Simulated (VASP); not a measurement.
# Ta12N20F (a cell with a defect) in VASP: relaxation of the atoms with PBEsol

Aim: the relaxation of the atoms of Ta12N20F (a cell with a defect) with PBEsol.

All numbers are computed with VASP 6.6.1; they aren't measurements. Logs are shortened: lines on timing, memory, paths and dates and some standing lists are left out, and cuts for length are marked.

## (1) The cell of the first run

The cell holds a defect, 33 atoms: a = 5.462 Å, b = 10.924 Å, c = 10.235 Å, α = 90.00°, β = 90.00°, γ = 138.42°.

## (2) Relaxation of the atoms, PBEsol, collinear spin

File INCAR:

```
SYSTEM = Ta12N20F
PREC = Accurate
ENCUT = 520
EDIFF = 1E-7
ISMEAR = -1
SIGMA = 0.01
LREAL = Auto
LASPH = .True.
NELM = 200
ALGO = Normal
ISIF = 2
LWAVE = .False.
LCHARG = .False.
ISPIN = 2
MAGMOM = 0 0 0 0 -0.01 0 0 0 0 0 0 0 0.03 0.07 0.02 0.07 0.06 0.02 0.03 0.11 0.12 0.11 0.04 0.03 0.04 0.03 0.03 0.04 0.04 0.03 0.05 0.03 0.01
LORBIT = 11
NUPDOWN = 1.0
LMAXMIX = 4
GGA = PS
IBRION = 2
NSW = 90
EDIFFG = -0.02
GGA_COMPAT = .False.
NELMIN = 4
NCORE = 4
```

File KPOINTS:

```
regular mesh
0
Gamma
  1 1 1
  0 0 0
```

File POSCAR:

```
Ta12N20F
1.0
    1.9387053200     -5.1062032500      0.0000000000
    3.8774106500     10.2124065000      0.0000000000
    0.0000000000      0.0000000000     10.2351147900
Ta N F
12 20 1
Direct
    0.1986915800      0.4006542100      0.2500000000
    0.8662181000      0.0668909500      0.4406823500
    0.1337819000      0.4331090500      0.5593176500
    0.1337819000      0.4331090500      0.9406823500
    0.8013084200      0.0993457900      0.7500000000
    0.8662181000      0.0668909500      0.0593176500
    0.1986915800      0.9006542100      0.2500000000
    0.8662181000      0.5668909500      0.4406823500
    0.1337819000      0.9331090500      0.5593176500
    0.1337819000      0.9331090500      0.9406823500
    0.8013084200      0.5993457900      0.7500000000
    0.8662181000      0.5668909500      0.0593176500
    0.0470027700      0.4764986100      0.3801133100
    0.6913264700      0.1543367700      0.5733112900
    0.3086735300      0.3456632300      0.4266887100
    0.6913264700      0.1543367700      0.9266887100
    0.2358762900      0.3820618500      0.7500000000
    0.3086735300      0.3456632300      0.0733112900
    0.0470027700      0.4764986100      0.1198866900
    0.9529972300      0.0235013900      0.8801133100
    0.7641237100      0.1179381500      0.2500000000
    0.9529972300      0.0235013900      0.6198866900
    0.0470027700      0.9764986100      0.3801133100
    0.6913264700      0.6543367700      0.5733112900
    0.3086735300      0.8456632300      0.4266887100
    0.6913264700      0.6543367700      0.9266887100
    0.2358762900      0.8820618500      0.7500000000
    0.3086735300      0.8456632300      0.0733112900
    0.0470027700      0.9764986100      0.1198866900
    0.9529972300      0.5235013900      0.8801133100
    0.7641237100      0.6179381500      0.2500000000
    0.9529972300      0.5235013900      0.6198866900
    0.5267420000      0.2366290000      0.7500000000
```

Potentials or basis: VASP PAW PBE potentials, release 64 (Ta_pv, N, F).

The run is started by

```console
cat potpaw_PBE.64/Ta_pv/POTCAR potpaw_PBE.64/N/POTCAR potpaw_PBE.64/F/POTCAR > POTCAR
mpirun -np 4 vasp_gam > vasp.out
```

OUTCAR:

```text
SYSTEM = Ta12N20F
   PREC = Accurate
   ENCUT = 520
   EDIFF = 1E-7
   ISMEAR = -1
   LREAL = Auto
   LASPH = .True.
   NELM = 200
   ISIF = 2
   ISPIN = 2
   LORBIT = 11
   NUPDOWN = 1.0
   GGA = PS
   IBRION = 2
   NSW = 90
   EDIFFG = -0.02
   NELMIN = 4

 ion  position               nearest neighbor table
   1  0.199  0.401  0.250-  13 2.04  19 2.04  21 2.05  31 2.05  15 2.13  18 2.13   4 3.23   3 3.23
                             8 3.24  12 3.24   6 3.24   2 3.24
   2  0.866  0.067  0.441-  23 1.95  15 2.03  25 2.03  22 2.04  21 2.21  14 2.24   9 2.99   5 3.23
                             7 3.24   1 3.24   9 3.30   3 3.30
   3  0.134  0.433  0.559-  32 1.95  14 2.03  24 2.03  13 2.04  17 2.21  15 2.24   8 2.99   1 3.23
                            11 3.24   5 3.24   8 3.30   2 3.30
   4  0.134  0.433  0.941-  30 1.95  16 2.03  26 2.03  19 2.04  17 2.21  18 2.24  12 2.99   1 3.23
                            11 3.24   5 3.24  12 3.30   6 3.30
   5  0.801  0.099  0.750-  20 2.04  22 2.04  17 2.05  27 2.05  14 2.13  16 2.13   2 3.23   6 3.23
                            10 3.24   9 3.24   4 3.24   3 3.24
   6  0.866  0.067  0.059-  29 1.95  18 2.03  28 2.03  20 2.04  21 2.21  16 2.24  10 2.99   5 3.23
                             7 3.24   1 3.24  10 3.30   4 3.30
   7  0.199  0.901  0.250-  23 2.04  29 2.04  31 2.05  21 2.05  25 2.13  28 2.13  10 3.23   9 3.23
                             2 3.24   6 3.24  12 3.24   8 3.24
   8  0.866  0.567  0.441-  13 1.95  25 2.03  15 2.03  32 2.04  31 2.21  24 2.24   3 2.99  11 3.23
                             1 3.24   7 3.24   3 3.30   9 3.30
   9  0.134  0.933  0.559-  22 1.95  24 2.03  14 2.03  23 2.04  27 2.21  25 2.24   2 2.99   7 3.23
[... 12 lines left out ...]
  18  0.309  0.346  0.073-   6 2.03  12 2.03   1 2.13   4 2.24
  19  0.047  0.476  0.120-  12 1.95   4 2.04   1 2.04
  20  0.953  0.024  0.880-  10 1.95   6 2.04   5 2.04
  21  0.764  0.118  0.250-   1 2.05   7 2.05   6 2.21   2 2.21
  22  0.953  0.024  0.620-   9 1.95   2 2.04   5 2.04
  23  0.047  0.976  0.380-   2 1.95   9 2.04   7 2.04
  24  0.691  0.654  0.573-   9 2.03   3 2.03  11 2.13   8 2.24
  25  0.309  0.846  0.427-   8 2.03   2 2.03   7 2.13   9 2.24
  26  0.691  0.654  0.927-  10 2.03   4 2.03  11 2.13  12 2.24
  27  0.236  0.882  0.750-  11 2.05   5 2.05  10 2.21   9 2.21
  28  0.309  0.846  0.073-  12 2.03   6 2.03   7 2.13  10 2.24
  29  0.047  0.976  0.120-   6 1.95  10 2.04   7 2.04
  30  0.953  0.524  0.880-   4 1.95  12 2.04  11 2.04
  31  0.764  0.618  0.250-   7 2.05   1 2.05  12 2.21   8 2.21
  32  0.953  0.524  0.620-   3 1.95   8 2.04  11 2.04
  33  0.527  0.237  0.750-

  LATTYP: Found a simple monoclinic cell.
 ALAT       =     5.4618577378
 B/A-ratio  =     1.8739255545
 C/A-ratio  =     1.4170164758
 COS(beta)  =    -0.3500539079

  Lattice vectors:

 A1 = (   1.9387053200,  -5.1062032500,   0.0000000000)
 A2 = (   0.0000000000,   0.0000000000, -10.2351147900)
 A3 = (   5.8161159700,   5.1062032500,   0.0000000000)

Analysis of symmetry for initial positions (statically):
=====================================================================
 Subroutine PRICEL returns:
 Original cell was already a primitive cell.

 Routine SETGRP: Setting up the symmetry group for a
 simple monoclinic supercell.

 Subroutine GETGRP returns: Found  2 space group operations
 (whereof  1 operations were pure point group operations)
 out of a pool of  4 trial point group operations.

The static configuration has the point symmetry C_1 .
 The point group associated with its full space group is C_1h.

Analysis of symmetry for dynamics (positions and initial velocities):
=====================================================================
 Subroutine PRICEL returns:
 Original cell was already a primitive cell.

 Routine SETGRP: Setting up the symmetry group for a
 simple monoclinic supercell.

 Subroutine GETGRP returns: Found  2 space group operations
 (whereof  1 operations were pure point group operations)
 out of a pool of  4 trial point group operations.

The dynamic configuration has the point symmetry C_1 .
 The point group associated with its full space group is C_1h.

Analysis of structural, dynamic, and magnetic symmetry:
=====================================================================
 Subroutine PRICEL returns:
 Original cell was already a primitive cell.

[... 148 lines left out ...]
   EDIFFG = -.2E-01   stopping-criterion for IOM
   NSW    =     90    number of steps for IOM
   IBRION =      2    ionic relax: 0-MD 1-quasi-New 2-CG
   NFREE  =      1    steps in history (QN), initial steepest desc. (CG)
   ISIF   =      2    stress and relaxation
   ISYM   =      2    0-nonsym 1-usesym 2-fastsym
   POTIM  = 0.5000    time-step for ionic-motion
   TEBEG  =    0.0;   TEEND  =   0.0 temperature during run
   PSTRESS=    0.0 pullay stress
   NELECT =     239.0000    total number of electrons
   NUPDOWN=       1.0000    fix difference up-down
   EMIN   =  10.00;   EMAX   =-10.00  energy-range for DOS
   EFERMI =   0.00;   METHOD = LEGACY
   ISMEAR =    -1;   SIGMA  =   0.01  broadening in eV -4-tet -1-fermi 0-gaus
   EFERMI_NEDOS =   21; number of points for ismear=-14 and -15
   IALGO  =     38    algorithm
   IMIX   =      4    mixing-type and parameters
     AMIX     =   0.40;   BMIX     =  1.00
     AMIX_MAG =   1.60;   BMIX_MAG =  1.00
  volume/ion in A,a.u.               =      12.28        82.88
  Fermi-wavevector in a.u.,A,eV,Ry     =   1.372840  2.594291 25.642760  1.884690
  Thomas-Fermi vector in A             =   2.498411
   LORBIT       =     11    0 simple, 1 ext, 2 COOP (PROOUT), +10 PAW based schemes
   GGA     = PS    functional components
   LHFCALC =     F    Hartree Fock is set to
   AEXX    =    0.0000 exact exchange contribution
   IVDW    =     0    specifies the selected vdW correction
   LEPSILON=     F    determine dielectric tensor
   LRPA    =     F    only Hartree local field effects (RPA)
 conjugate gradient relaxation of ions
 spin polarized calculation
  energy-cutoff  :      520.00
  volume of cell :      405.29
 maximum number of plane-waves:      5462
 NGX is ok and might be reduce to    42
   NGX = 21   NGY = 41   NGZ = 39

--------------------------------------- Ionic step        1  -------------------------------------------

 number of electron     238.9999992 magnetization       1.0000001

 Free energy of the ion-electron system (eV)
  ---------------------------------------------------
  ext. energy  EPLUGINS =         0.00000000
  ---------------------------------------------------
  free energy    TOTEN  =      -360.38490862 eV

  energy without entropy =     -360.38487521  energy(sigma->0) =     -360.38489191

------------------------ aborting loop because EDIFF is reached ----------------------------------------

  FORCE on cell =-STRESS in cart. coord.  units (eV):
  Direction    XX          YY          ZZ          XY          YZ          ZX
  --------------------------------------------------------------------------------------
  -------------------------------------------------------------------------------------
  Total        7.9381469      7.3838877     -0.0885441     -1.1549912      0.0000000      0.0000000
  in kB       31.3810234     29.1899303     -0.3500320     -4.5659028      0.0000000      0.0000000
  external PRESSURE =      20.0736406 kB  Pullay stress =       0.0000000 kB
[... 182 lines left out ...]
  FREE ENERGIE OF THE ION-ELECTRON SYSTEM (eV)
  ---------------------------------------------------
  free  energy   TOTEN  =      -361.1128717636 eV

  energy  without entropy=     -361.1128717497  energy(sigma->0) =     -361.11287176

[... ionic steps 4 to 29 ...]

--------------------------------------- Ionic step       30  -------------------------------------------

 number of electron     239.0000012 magnetization       1.0000001

------------------------ aborting loop because EDIFF is reached ----------------------------------------
[... 129 lines left out ...]
--------------------------------------- Ionic step       32  -------------------------------------------

 number of electron     239.0000012 magnetization       1.0000001

 Free energy of the ion-electron system (eV)
  ---------------------------------------------------
  ext. energy  EPLUGINS =         0.00000000
  ---------------------------------------------------
  free energy    TOTEN  =      -363.32265225 eV

  energy without entropy =     -363.32265225  energy(sigma->0) =     -363.32265225

 E-fermi :   3.8215     XC(G=0): -11.6062

 val. band max:        3.8219405082   @ k =   0.0000   0.0000   0.0000
 cond. band min:       4.0118369622   @ k =   0.0000   0.0000   0.0000
 fundamental gap:      0.1898964541
 Fermi energy:         4.1431061425

 spin component 1

 k-point     1 :       0.0000    0.0000    0.0000
  band No.  band energies     occupation
      1     -30.9001      1.00000
      2     -30.8853      1.00000
      3     -30.8589      1.00000
      4     -30.8314      1.00000
      5     -30.8298      1.00000
      6     -30.7991      1.00000
[... 123 lines left out ...]
    130       7.0928      0.00000
    131       7.1352      0.00000
 Fermi energy:         3.8215384793

 spin component 2

 k-point     1 :       0.0000    0.0000    0.0000
  band No.  band energies     occupation
      1     -30.9032      1.00000
      2     -30.8878      1.00000
      3     -30.8628      1.00000
      4     -30.8339      1.00000
      5     -30.8335      1.00000
      6     -30.8010      1.00000
[... 123 lines left out ...]
    130       7.1110      0.00000
    131       7.1390      0.00000
 [bands above 131 left out]

------------------------ aborting loop because EDIFF is reached ----------------------------------------

  FORCE on cell =-STRESS in cart. coord.  units (eV):
  Direction    XX          YY          ZZ          XY          YZ          ZX
  --------------------------------------------------------------------------------------
  -------------------------------------------------------------------------------------
  Total        9.9143757      3.8709887     -3.5234079    -10.9324701      0.0000000      0.0000000
  in kB       39.1934364     15.3027637    -13.9287101    -43.2181599      0.0000000      0.0000000
  external PRESSURE =      13.5224967 kB  Pullay stress =       0.0000000 kB
[... 48 lines left out ...]
  FREE ENERGIE OF THE ION-ELECTRON SYSTEM (eV)
  ---------------------------------------------------
  free  energy   TOTEN  =      -363.3226522512 eV

  energy  without entropy=     -363.3226522490  energy(sigma->0) =     -363.32265225

 reached required accuracy - stopping structural energy minimisation

 total charge

# of ion       s       p       d       tot
------------------------------------------
    1        0.366   6.323   2.218   8.906
    2        0.369   6.313   2.322   9.004
    3        0.356   6.311   2.291   8.959
    4        0.356   6.311   2.291   8.959
    5        0.367   6.307   2.238   8.911
    6        0.369   6.313   2.322   9.004
[... 25 lines left out ...]
   32        1.262   2.531   0.000   3.793
   33        1.753   4.329   0.000   6.082
--------------------------------------------------
tot         31.230 130.461  27.255 188.947

 magnetization (x)

# of ion       s       p       d       tot
------------------------------------------
    1       -0.001   0.000  -0.007  -0.007
    2       -0.001   0.004  -0.006  -0.003
    3       -0.000   0.000  -0.007  -0.007
    4       -0.000   0.000  -0.007  -0.007
    5       -0.002   0.005  -0.016  -0.012
    6       -0.001   0.004  -0.006  -0.003
[... 25 lines left out ...]
   32        0.001   0.021   0.000   0.021
   33       -0.000   0.012   0.000   0.012
--------------------------------------------------
tot          0.015   0.829  -0.080   0.764
```

Wall time 24 min (4 MPI ranks of AMD EPYC 7R43 (Zen 3), shared host); peak memory 0.28 GiB.

Results:

```yaml
Free_energy: -363.3227 eV
Energy_gained_by_relaxing: 89.0 meV/atom
Ionic_steps: 32
Pressure_after_relaxing: 1.4 GPa
Largest_force_after_relaxing: 0.020 eV/Å
Net_moment: 1.00 μB per cell
Site_moments: Ta -0.01, -0.00 (each value once); N +0.03, +0.06, +0.02, +0.05, +0.09, +0.10, +0.04 (each value once); F +0.01 μB
Valence_electrons_inside_the_program's_atomic_spheres: Ta 8.91, 9.00, 8.96, 8.85, 8.99, 8.88 (each value once); N 3.78, 3.80, 3.79, 3.75, 3.77, 3.76 (each value once); F 6.08
```

Forces in eV/Å, atoms in the order of the input:
```
Ta   0.013 -0.004  0.000
Ta   0.009 -0.006 -0.002
Ta   0.004 -0.013  0.008
Ta   0.004 -0.013 -0.008
Ta   0.005 -0.003  0.000
Ta   0.009 -0.006  0.002
Ta   0.003  0.008  0.000
Ta  -0.013  0.013 -0.007
Ta  -0.006  0.005 -0.004
Ta  -0.006  0.005  0.004
Ta   0.003  0.005  0.000
Ta  -0.013  0.013  0.007
N    0.002 -0.001 -0.009
N    0.007 -0.008 -0.006
N    0.006  0.010  0.000
N    0.007 -0.008  0.006
N    0.010 -0.004  0.000
N    0.006  0.010  0.000
N    0.002 -0.001  0.009
N    0.003 -0.004  0.000
N   -0.003  0.008  0.000
N    0.003 -0.004  0.000
N   -0.002 -0.006  0.000
N    0.004  0.008  0.000
N   -0.015 -0.001  0.004
N    0.004  0.008  0.000
N    0.003  0.001  0.000
N   -0.015 -0.001 -0.004
N   -0.002 -0.006  0.000
N   -0.005 -0.007  0.006
N   -0.009  0.010  0.000
N   -0.005 -0.007 -0.006
F   -0.016  0.000  0.000
```

Stress tensor (GPa, compression positive):
```
 3.92 -4.32  0.00
-4.32  1.53  0.00
 0.00  0.00 -1.39
```

The path:
| step | energy change (eV) | largest force (eV/Å) | pressure (GPa) |
| --- | --- | --- | --- |
| 1 | 0.0000 | 1.6853 | 2.01 |
| 2 | -0.7266 | 1.4459 | 2.57 |
| 3 | -0.7280 | 1.3823 | 2.51 |
| 4 | -1.2660 | 1.4280 | 3.37 |
| 5 | -1.3072 | 1.5229 | 3.79 |
| 6 | -1.7871 | 1.6181 | 2.60 |
| 7 | -1.8887 | 1.6044 | 1.90 |
| 8 | -2.2892 | 1.2940 | 1.23 |
| 9 | -2.3072 | 1.1790 | 1.12 |
| 10 | -2.5555 | 0.9077 | 0.94 |
| 11 | -2.5571 | 0.8830 | 0.94 |
| 12 | -2.7108 | 0.7431 | 1.19 |
| 13 | -2.7129 | 0.7338 | 1.24 |
| 14 | -2.8324 | 0.4539 | 1.23 |
| 15 | -2.8378 | 0.5086 | 1.24 |
| 16 | -2.8858 | 0.4292 | 1.38 |
| 17 | -2.8884 | 0.3184 | 1.35 |
| 18 | -2.9151 | 0.1800 | 1.36 |
| 19 | -2.9164 | 0.1942 | 1.37 |
| 20 | -2.9252 | 0.1436 | 1.49 |
| 21 | -2.9252 | 0.1321 | 1.48 |
| 22 | -2.9304 | 0.0992 | 1.51 |
| 23 | -2.9304 | 0.1064 | 1.51 |
| 24 | -2.9344 | 0.0689 | 1.48 |
| 25 | -2.9345 | 0.0902 | 1.47 |
| 26 | -2.9362 | 0.0640 | 1.41 |
| 27 | -2.9362 | 0.0506 | 1.41 |
| 28 | -2.9371 | 0.0335 | 1.38 |
| 29 | -2.9371 | 0.0342 | 1.38 |
| 30 | -2.9375 | 0.0287 | 1.35 |
| 31 | -2.9375 | 0.0297 | 1.35 |
| 32 | -2.9377 | 0.0199 | 1.35 |

Final structure:
```yaml
crystal:
  lattice:
    - [1.93871, -5.10620, 0.00000]
    - [3.87741, 10.21241, 0.00000]
    - [0.00000, 0.00000, 10.23511]
  atoms:
    - { symbol: Ta, position: [0.21002, 0.40915, 0.25000] }
    - { symbol: Ta, position: [0.83297, 0.05582, 0.43905] }
    - { symbol: Ta, position: [0.16956, 0.44929, 0.55714] }
    - { symbol: Ta, position: [0.16956, 0.44929, 0.94286] }
    - { symbol: Ta, position: [0.79732, 0.09788, 0.75000] }
    - { symbol: Ta, position: [0.83297, 0.05582, 0.06095] }
    - { symbol: Ta, position: [0.19024, 0.90970, 0.25000] }
    - { symbol: Ta, position: [0.85038, 0.56123, 0.44150] }
    - { symbol: Ta, position: [0.16782, 0.95699, 0.57295] }
    - { symbol: Ta, position: [0.16782, 0.95699, 0.92705] }
    - { symbol: Ta, position: [0.80542, 0.59286, 0.75000] }
    - { symbol: Ta, position: [0.85038, 0.56123, 0.05850] }
    - { symbol: N, position: [0.09701, 0.50473, 0.38440] }
    - { symbol: N, position: [0.72272, 0.16296, 0.56230] }
    - { symbol: N, position: [0.30713, 0.34707, 0.42036] }
    - { symbol: N, position: [0.72272, 0.16296, 0.93770] }
    - { symbol: N, position: [0.24429, 0.38238, 0.75000] }
    - { symbol: N, position: [0.30713, 0.34707, 0.07964] }
    - { symbol: N, position: [0.09701, 0.50473, 0.11560] }
    - { symbol: N, position: [0.87105, 0.99000, 0.88343] }
    - { symbol: N, position: [0.75031, 0.12174, 0.25000] }
    - { symbol: N, position: [0.87105, 0.99000, 0.61657] }
    - { symbol: N, position: [0.11791, 0.01112, 0.39471] }
    - { symbol: N, position: [0.71281, 0.66809, 0.57591] }
    - { symbol: N, position: [0.30323, 0.84101, 0.41961] }
    - { symbol: N, position: [0.71281, 0.66809, 0.92409] }
    - { symbol: N, position: [0.25921, 0.86677, 0.75000] }
    - { symbol: N, position: [0.30323, 0.84101, 0.08039] }
    - { symbol: N, position: [0.11791, 0.01112, 0.10529] }
    - { symbol: N, position: [0.90298, 0.49779, 0.88628] }
    - { symbol: N, position: [0.75391, 0.63183, 0.25000] }
    - { symbol: N, position: [0.90298, 0.49779, 0.61372] }
    - { symbol: F, position: [0.40490, 0.13214, 0.75000] }
```

Caveat: the k points lie up to 1.23 Å⁻¹ apart, too coarse for converged energies, forces and pressures; the PAW data sets were made with another functional, which shifts forces and pressure a little; spin-orbit coupling is left out, which moves the levels of the heavy elements; the total moment is fixed, so each spin has its own Fermi level and the state may be an excited one.
